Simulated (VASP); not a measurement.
Input of a VASP 6.6.1 run:

File POSCAR:

```
MgSe
1.0
    0.0000000000      2.7255000000      2.7255000000
    2.7255000000      0.0000000000      2.7255000000
    2.7255000000      2.7255000000      0.0000000000
Se Mg
1 1
Direct
    0.5000000000      0.5000000000      0.5000000000
    0.0000000000      0.0000000000      0.0000000000
```

File INCAR.step1:

```
PREC     = Accurate       # precision mode
ENCUT    = 520            # plane-wave cutoff, eV
EDIFF    = 1E-6           # SCF threshold, eV
ISMEAR   = 0              # smearing method
SIGMA    = 0.01           # smearing width, eV
LREAL    = False          # projectors in reciprocal space
LASPH    = True           # aspherical terms in the spheres
NELM     = 200            # most SCF steps
ALGO     = Normal         # electronic algorithm
ISIF     = 2              # what is computed and relaxed
LWAVE    = False          # write WAVECAR
LCHARG   = True           # write CHGCAR
LNONCOLLINEAR= True           # non-collinear magnetism
MAGMOM   = 0 0 0 0 0 0    # initial moments
LSORBIT  = True           # spin-orbit coupling
GGA_COMPAT= False        
LORBMOM  = True         
GGA      = PE             # functional
NBANDS   = 20             # bands
NEDOS    = 2001           # points of the DOS
LORBIT   = 11             # projections on sites
```

File KPOINTS.step1:

```
Automatic mesh
0
Gamma
  8 8 8
```

INCAR.step2

```
PREC     = Accurate       # precision mode
ENCUT    = 520            # plane-wave cutoff, eV
EDIFF    = 1E-6           # SCF threshold, eV
ISMEAR   = -5             # smearing method
SIGMA    = 0.01           # smearing width, eV
LREAL    = False          # projectors in reciprocal space
LASPH    = True           # aspherical terms in the spheres
NELM     = 200            # most SCF steps
ALGO     = Normal         # electronic algorithm
ISIF     = 2              # what is computed and relaxed
LWAVE    = False          # write WAVECAR
LCHARG   = False          # write CHGCAR
LNONCOLLINEAR= True           # non-collinear magnetism
MAGMOM   = 0 0 0 0 0 0    # initial moments
LORBIT   = 10             # projections on sites
LSORBIT  = True           # spin-orbit coupling
GGA_COMPAT= False        
LORBMOM  = True         
GGA      = PE             # functional
NBANDS   = 20             # bands
NEDOS    = 1001           # points of the DOS
ICHARG   = 11             # starting density
```

File KPOINTS.step2:

```
Automatic mesh
0
Gamma
  12 12 12
```

Potentials or basis: VASP PAW PBE potentials, release 64 (Se, Mg).

The run is started by

```console
$ cat potpaw_PBE.64/Se/POTCAR potpaw_PBE.64/Mg/POTCAR > POTCAR
$ cp INCAR.step1 INCAR
$ cp KPOINTS.step1 KPOINTS
$ mpirun -np 1 vasp_ncl > vasp.out
$ cp INCAR.step2 INCAR
$ cp KPOINTS.step2 KPOINTS
$ mpirun -np 1 vasp_ncl > vasp.out
```

Question: Estimate the net moment.

Answer: 0.00 μB per cell.

Moments on the atoms (μB; x, y, z):
```
Se  0.00 0.00 0.00
Mg  0.00 0.00 0.00
```
